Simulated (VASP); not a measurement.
# Re (P6_3/mmc) in VASP: notebook

The runs below take Re through single point, with r2SCAN.

Everything below comes from runs of VASP 6.6.1. Logs are shortened: lines on timing, memory, paths and dates and some standing lists are left out, and cuts for length are marked.

## (1) The cell of the first run

It takes space group P6_3/mmc (No. 194, hexagonal). The conventional cell has a = 2.758 Å, b = 2.758 Å, c = 4.462 Å, α = 90.00°, β = 90.00°, γ = 120.00°. Within 3.6 Å of Re (site symmetry -6m2) lie 12 Re at 2.74 to 2.76 Å.

## (2) Single point, r2SCAN

POSCAR reads:

```
Re
1.0
    2.7580263307      0.0000000000      0.0000000000
   -1.3790131654      2.3885208667      0.0000000000
    0.0000000000      0.0000000000      4.4622539342
Re
2
Direct
    0.3333333333      0.6666666667      0.2500000000
    0.6666666667      0.3333333333      0.7500000000
```

INCAR.step1 reads:

```
  PREC = Accurate
  ENCUT = 520
  ISMEAR = 0
  SIGMA = 0.1
  LREAL = F
  LASPH = T
  NELM = 60
  NBANDS = 14
  GGA = PE
  ALGO = Normal
  EDIFF = 1E-4
  LWAVE = T
  LCHARG = F
```

INCAR.step2 reads:

```
  PREC = Accurate
  ENCUT = 520
  EDIFF = 1E-6
  ISMEAR = 0
  SIGMA = 0.1
  LREAL = F
  LASPH = T
  NELM = 60
  ALGO = Normal
  ISIF = 2
  LWAVE = F
  LCHARG = F
  METAGGA = R2SCAN
  LMIXTAU = T
  NBANDS = 14
  ISTART = 1
```

KPOINTS reads:

```
Automatic mesh
0
Gamma
  18 18 10
```

Potentials or basis: VASP PAW PBE potentials, release 64 (Re).

Command:

```
cat potpaw_PBE.64/Re/POTCAR > POTCAR
cp INCAR.step1 INCAR
mpirun -np 1 vasp_std > vasp.out
cp INCAR.step2 INCAR
mpirun -np 1 vasp_std > vasp.out
```

OUTCAR:

```text
PREC = Accurate
   ENCUT = 520
   EDIFF = 1E-6
   ISMEAR = 0
   LREAL = F
   LASPH = T
   NELM = 60
   ISIF = 2
   METAGGA = R2SCAN
   ISTART = 1

 ion  position               nearest neighbor table
   1  0.333  0.667  0.250-   2 2.74   2 2.74   2 2.74   2 2.74   2 2.74   2 2.74
   2  0.667  0.333  0.750-   1 2.74   1 2.74   1 2.74   1 2.74   1 2.74   1 2.74

  LATTYP: Found a hexagonal cell.
 ALAT       =     2.7580263307
 C/A-ratio  =     1.6179156394

  Lattice vectors:

 A1 = (   2.7580263307,   0.0000000000,   0.0000000000)
 A2 = (  -1.3790131654,   2.3885208667,   0.0000000000)
 A3 = (   0.0000000000,   0.0000000000,   4.4622539342)

Analysis of symmetry for initial positions (statically):
=====================================================================
 Subroutine PRICEL returns:
 Original cell was already a primitive cell.

 Routine SETGRP: Setting up the symmetry group for a
 hexagonal supercell.

 Subroutine GETGRP returns: Found 24 space group operations
 (whereof 12 operations were pure point group operations)
 out of a pool of 24 trial point group operations.

The static configuration has the point symmetry D_3d.
 The point group associated with its full space group is D_6h.

Analysis of symmetry for dynamics (positions and initial velocities):
=====================================================================
 Subroutine PRICEL returns:
 Original cell was already a primitive cell.

 Routine SETGRP: Setting up the symmetry group for a
 hexagonal supercell.

 Subroutine GETGRP returns: Found 24 space group operations
 (whereof 12 operations were pure point group operations)
 out of a pool of 24 trial point group operations.

The dynamic configuration has the point symmetry D_3d.
 The point group associated with its full space group is D_6h.

 Subroutine INISYM returns: Found 24 space group operations
 (whereof 12 operations are pure point group operations),
 and found     1 'primitive' translations

----------------------------------------------------------------------------------------

                                     Primitive cell

  volume of cell :      29.3956

  direct lattice vectors                    reciprocal lattice vectors
     2.758026331  0.000000000  0.000000000     0.362578119  0.209334575  0.000000000
    -1.379013165  2.388520867  0.000000000     0.000000000  0.418669150  0.000000000
     0.000000000  0.000000000  4.462253934     0.000000000  0.000000000  0.224101993

  length of vectors
     2.758026331  2.758026331  4.462253934     0.418669150  0.418669150  0.224101993

  position of ions in fractional coordinates (direct lattice)
     0.333333333  0.666666667  0.250000000
     0.666666667  0.333333333  0.750000000

  ion indices of the primitive-cell ions
   primitive index   ion index
                 1           1
                 2           2

----------------------------------------------------------------------------------------

 KPOINTS: Automatic mesh

Automatic generation of k-mesh.
 Grid dimensions read from file:
 generate k-points for:   18   18   10

 Generating k-lattice:

  Cartesian coordinates                     Fractional coordinates (reciprocal lattice)
     0.020143229  0.011629699  0.000000000     0.055555556  0.000000000  0.000000000
     0.000000000  0.023259397  0.000000000     0.000000000  0.055555556  0.000000000
     0.000000000  0.000000000  0.022410199     0.000000000  0.000000000  0.100000000

  Length of vectors
     0.023259397  0.023259397  0.022410199

  Shift w.r.t. Gamma in fractional coordinates (k-lattice)
     0.000000000  0.000000000  0.000000000

 Subroutine IBZKPT returns following result:
 ===========================================

 Found    222 irreducible k-points:

 Following reciprocal coordinates:
            Coordinates               Weight
  0.000000  0.000000  0.000000      1.000000
  0.055556  0.000000  0.000000      6.000000
  0.111111  0.000000  0.000000      6.000000
  0.166667  0.000000  0.000000      6.000000
  0.222222  0.000000  0.000000      6.000000
  0.277778 -0.000000  0.000000      6.000000
[... 16 lines left out ...]
  0.333333  0.111111  0.000000     12.000000
  0.388889  0.111111  0.000000     12.000000
 [... further k-points ...]
   k-points           NKPTS =    222   k-points in BZ     NKDIM =    222   number of bands    NBANDS=     14
   number of dos      NEDOS =    301   number of ions     NIONS =      2
   total plane-waves  NPLWV =  20736
   dimension x,y,z NGX =    24 NGY =   24 NGZ =   36
   dimension x,y,z NGXF=    48 NGYF=   48 NGZF=   72
   ions per type =               2
   NGX,Y,Z   is equivalent  to a cutoff of  14.47, 14.47, 13.41 a.u.
   NGXF,Y,Z  is equivalent  to a cutoff of  28.93, 28.93, 26.82 a.u.
 SYSTEM =  unknown system
   PREC   = accura    normal or accurate (medium, high low for compatibility)
   ISTART =      1    job   : 0-new  1-cont  2-samecut
   ICHARG =      0    charge: 1-file 2-atom 10-const
   ISPIN  =      1    spin polarized calculation?
   LNONCOLLINEAR =      F non collinear calculations
   LSORBIT =      F    spin-orbit coupling
   LASPH  =      T    aspherical Exc in radial PAW
   ENCUT  =  520.0 eV  38.22 Ry    6.18 a.u.   5.13  5.13  8.30*2*pi/ulx,y,z
   NELM   =     60;   NELMIN=  2; NELMDL=  0     # of ELM steps
   EDIFF  = 0.1E-05   stopping-criterion for ELM
   LREAL  =      F    real-space projection
[... 7 lines left out ...]
   TEBEG  =    0.0;   TEEND  =   0.0 temperature during run
   PSTRESS=    0.0 pullay stress
   NELECT =      14.0000    total number of electrons
   NUPDOWN=      -1.0000    fix difference up-down
   EMIN   =  10.00;   EMAX   =-10.00  energy-range for DOS
   EFERMI =   0.00;   METHOD = LEGACY
   ISMEAR =     0;   SIGMA  =   0.10  broadening in eV -4-tet -1-fermi 0-gaus
   EFERMI_NEDOS =   21; number of points for ismear=-14 and -15
   IALGO  =     38    algorithm
   IMIX   =      4    mixing-type and parameters
     AMIX     =   0.40;   BMIX     =  1.00
     AMIX_MAG =   1.60;   BMIX_MAG =  1.00
  volume/ion in A,a.u.               =      14.70        99.19
  Fermi-wavevector in a.u.,A,eV,Ry     =   1.278469  2.415956 22.238498  1.634483
  Thomas-Fermi vector in A             =   2.411010
   LORBIT       =      0    0 simple, 1 ext, 2 COOP (PROOUT), +10 PAW based schemes
   METAGGA = R2SCAN    functional components
   LHFCALC =     F    Hartree Fock is set to
   AEXX    =    0.0000 exact exchange contribution
   IVDW    =     0    specifies the selected vdW correction
   LEPSILON=     F    determine dielectric tensor
   LRPA    =     F    only Hartree local field effects (RPA)
 non-spin polarized calculation
 Gauss-broadening in eV      SIGMA  =   0.10
  energy-cutoff  :      520.00
  volume of cell :       29.40
 maximum number of plane-waves:       808
 NGX is ok and might be reduce to    24
   NGX = 11   NGY = 11   NGZ = 17

 number of electron      14.0000000 magnetization

 Free energy of the ion-electron system (eV)
  ---------------------------------------------------
  ext. energy  EPLUGINS =         0.00000000
  ---------------------------------------------------
  free energy    TOTEN  =      -104.90411147 eV

  energy without entropy =     -104.89653426  energy(sigma->0) =     -104.90032287

 E-fermi :   7.6817     XC(G=0): -14.9969

 val. band max:        7.6577155972   @ k =   0.2778   0.1667   0.5000
 cond. band min:       7.6842369747   @ k =   0.1667   0.0556   0.1000
 fundamental gap:      0.0265213775
 Fermi energy:         7.6816715185

 k-point     1 :       0.0000    0.0000    0.0000
  band No.  band energies     occupation
      1      -2.6540      2.00000
      2       0.7562      2.00000
      3       6.0293      2.00000
      4       6.0755      2.00000
      5       6.0755      2.00000
      6       6.9354      2.00000
      7       6.9354      2.00000
      8       7.9340      0.00036
      9       7.9340      0.00036
     10       8.2269      0.00000
     11      11.2232      0.00000
     12      11.2232      0.00000
     13      18.2447      0.00000
     14      22.5340      0.00000

 k-point     2 :       0.0556    0.0000    0.0000
  band No.  band energies     occupation
      1      -2.5207      2.00000
      2       0.8813      2.00000
      3       5.6706      2.00000
      4       6.1966      2.00000
      5       6.3875      2.00000
      6       6.8384      2.00000
      7       7.0497      2.00000
      8       7.6121      1.67471
      9       7.8309      0.03479
     10       7.9589      0.00009
     11      11.2920      0.00000
     12      11.8179      0.00000
     13      18.2385      0.00000
     14      22.8301      0.00000

 k-point     3 :       0.1111    0.0000    0.0000
  band No.  band energies     occupation
      1      -2.1324      2.00000
      2       1.2331      2.00000
      3       5.2223      2.00000
      4       6.5176      2.00000
      5       6.5555      2.00000
      6       6.6301      2.00000
      7       6.8127      2.00000
      8       7.3876      1.99997
      9       7.5600      1.91468
     10       7.7434      0.38301
     11      11.4633      0.00000
     12      13.0436      0.00000
     13      18.1909      0.00000
     14      23.6442      0.00000
[... 324 lines left out ...]
 k-point    23 :       0.3333    0.1111    0.0000
  band No.  band energies     occupation
      1       1.6269      2.00000
      2       2.1511      2.00000
      3       2.6071      2.00000
      4       4.8237      2.00000
      5       5.5719      2.00000
      6       6.4833      2.00000
      7       6.6721      2.00000
      8      10.0582      0.00000
      9      11.1661      0.00000
     10      11.9257      0.00000
     11      12.5311      0.00000
     12      17.8282      0.00000
     13      18.2752      0.00000
     14      20.3648      0.00000

 k-point    24 :       0.3889    0.1111    0.0000
  band No.  band energies     occupation
      1       1.8453      2.00000
      2       1.9855      2.00000
      3       2.3285      2.00000
      4       5.2546      2.00000
      5       5.5489      2.00000
      6       6.2360      2.00000
      7       7.0200      2.00000
      8      11.0253      0.00000
      9      11.6637      0.00000
     10      11.9445      0.00000
     11      13.5684      0.00000
     12      16.5123      0.00000
     13      18.4411      0.00000
     14      19.5786      0.00000

 [... further k-points ...]

------------------------ aborting loop because EDIFF is reached ----------------------------------------

  FORCE on cell =-STRESS in cart. coord.  units (eV):
  Direction    XX          YY          ZZ          XY          YZ          ZX
  --------------------------------------------------------------------------------------
  -------------------------------------------------------------------------------------
  Total        0.0141990      0.0141990      0.0028248     -0.0000000     -0.0000000      0.0000000
  in kB        0.7739044      0.7739044      0.1539643     -0.0000000     -0.0000000      0.0000000
  external PRESSURE =       0.5672577 kB  Pullay stress =       0.0000000 kB

 VOLUME and BASIS-vectors are now :
 -----------------------------------------------------------------------------
  energy-cutoff  :      520.00
  volume of cell :       29.40
      direct lattice vectors                 reciprocal lattice vectors
     2.758026331  0.000000000  0.000000000     0.362578119  0.209334575  0.000000000
    -1.379013165  2.388520867  0.000000000     0.000000000  0.418669150  0.000000000
     0.000000000  0.000000000  4.462253934     0.000000000  0.000000000  0.224101993

 POSITION                                       TOTAL-FORCE (eV/Angst)
 -----------------------------------------------------------------------------------
     -0.00000      1.59235      1.11556         0.000000     -0.000000      0.000000
      1.37901      0.79617      3.34669        -0.000000      0.000000      0.000000
 -----------------------------------------------------------------------------------
    total drift:                               -0.000000      0.000000     -0.000000

  FREE ENERGIE OF THE ION-ELECTRON SYSTEM (eV)
  ---------------------------------------------------
  free  energy   TOTEN  =      -104.9041114702 eV

  energy  without entropy=     -104.8965342617  energy(sigma->0) =     -104.90032287
```

It took 5 min on 1 thread of Intel Xeon Platinum 8259CL at 2.50GHz (Skylake/Cascade Lake), shared host; peak memory 0.22 GiB.

Results:

```
Free energy            : -104.9041 eV
Pressure               : 0.1 GPa
Band gap on the k mesh : zero (band 7 reaches 9.14 eV, above the bottom of band 8 at 5.94 eV)
```

Levels at points of the mesh, in eV from the Fermi level:
```
           k point  band 4  band 5  band 6  band 7  band 8  band 9  band 10  band 11
(0.00, 0.00, 0.00)   -1.61   -1.61   -0.75   -0.75    0.25    0.25     0.55     3.54
(0.50, 0.00, 0.00)   -1.96   -1.85   -1.45   -0.63    4.15    4.55     4.70     6.30
(0.00, 0.00, 0.50)   -2.51   -1.74   -1.74   -1.74   -1.74    2.68     2.68     2.68
(0.50, 0.00, 0.50)   -4.28    0.46    0.46    0.92    0.92    4.47     4.47     4.97
```

Caveat: the PAW data sets were made with another functional, which shifts forces and pressure a little; spin-orbit coupling is left out, which moves the levels of the heavy elements.

[end of part 1 of 2]
